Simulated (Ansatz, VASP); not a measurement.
## RuC2: VASP beside Ansatz

```
CELL_PARAMETERS angstrom
2.48751 0.00000 0.00000
-1.24375 2.15425 0.00000
0.00000 0.00000 8.27626
ATOMIC_POSITIONS crystal
Ru 0.00000 0.00000 0.00000
C 0.33333 0.66667 0.50000
C 0.66667 0.33333 0.50000
```

Alike in both runs: functional PBE; k mesh 6 × 6 × 6; occupations gaussian, width 0.1 eV; no spin polarisation.

Ansatz relaxed the structure, and its values are those at the end. VASP's run is a single point on that final structure, the one shown.

|  | VASP | Ansatz |
| --- | --- | --- |
| version | VASP 6.6.1 | Ansatz 0.2.0 |
| potentials or method | VASP PAW PBE potentials, release 64 (Ru_sv, C), cutoff 700 eV | scalar-relativistic, plane waves, PAW |
| valence electrons in the cell | 24 | 24 |

Ansatz gave:

```
gap on the k mesh at the Fermi level (eV) : none
pressure (GPa)                            : 0.0
```

Question: What did VASP give for the same quantities?

Answer: gap on the k mesh at the Fermi level (eV): none; pressure (GPa): -0.1.

A gap of «none» marks a metal or a gap that the smearing closes. With one functional, cell and mesh, what is left measures potentials, basis and numerics.

The k mesh is coarse, so the values compare programs but aren't converged.
